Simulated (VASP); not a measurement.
Ge:

```xyz
1
Lattice="1.3971 -2.6005 0.0000 1.3971 2.6005 0.0000 0.0000 0.0000 2.6982" Properties=species:S:1:pos:R:3 pbc="T T T"
Ge    1.3971    0.0000    0.0000
```

Base run:

```yaml
Program: VASP 6.6.1
Functional: PBEsol
Dispersion: D3(BJ)
Potentials_or_basis: VASP PAW PBE potentials, release 64 (Ge_d)
Cutoff: 520 eV
k_mesh: 11 × 11 × 10
Occupations: fermi-dirac, width 0.05 eV
Spin: no spin polarisation
```

Its results: band gap on the k mesh zero (band 7 reaches 12.73 eV, above the bottom of band 8 at 3.66 eV); pressure -6.8 GPa.

Problem. After a change of settings the same cell gave: band gap on the k mesh zero (band 7 reaches 13.10 eV, above the bottom of band 8 at 3.59 eV); pressure -3.3 GPa. Which change was it?
A. dispersion from D3(BJ) to none; k mesh from 11 × 11 × 10 to 8 × 8 × 8
B. functional from PBEsol to r2SCAN; dispersion from D3(BJ) to none
C. functional from PBEsol to PBE; dispersion from D3(BJ) to none

Solution. B.

Caveats: the PAW data sets were made with another functional, which shifts forces and pressure a little; three body term missing (some runs); pairwise dispersion overbinds metals, which lowers pressure and volume (some runs).
